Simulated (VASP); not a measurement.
The system is FeO.

```
Fe O
1.0
    -1.60210    1.60210    2.08339
     1.60210   -1.60210    2.08339
     1.60210    1.60210   -2.08339
Fe O
1 1
Direct
  0.00000 0.00000 0.00000
  0.50000 0.50000 0.00000
```

Base run:

| Item | Value |
| --- | --- |
| Program | VASP 6.6.1 |
| Functional | PBEsol |
| Potentials or basis | VASP PAW PBE potentials, release 64 (Fe, O) |
| Cutoff | 520 eV |
| k mesh | 12 × 12 × 12 |
| Occupations | fermi-dirac, width 0.05 eV |
| Spin | collinear spin, ferromagnetic start |
| Starting moments | [4.5, 0.0] μB |

Its results: band gap on the k mesh zero (filled and empty bands overlap); pressure -16.0 GPa; net moment 4.00 μB per cell; site moments Fe +3.61; O +0.30 μB.

Question: The run is repeated on the same cell with these changes: functional from PBEsol to PBE. What comes out?

Answer: Band gap on the k mesh zero (filled and empty bands overlap); pressure -8.7 GPa; net moment 4.00 μB per cell; site moments Fe +3.62; O +0.29 μB.

PBE binds less tightly than PBEsol, so the same cell stands under more pressure.

Caveats: the cell stands under tension; a cell with one magnetic atom can't hold antiferromagnetic order, which such compounds often take; semilocal functionals often make such compounds metallic where correlation or magnetic order opens a gap, which also shifts bond lengths; the PAW data sets were made with another functional, which shifts forces and pressure a little (at least some runs).
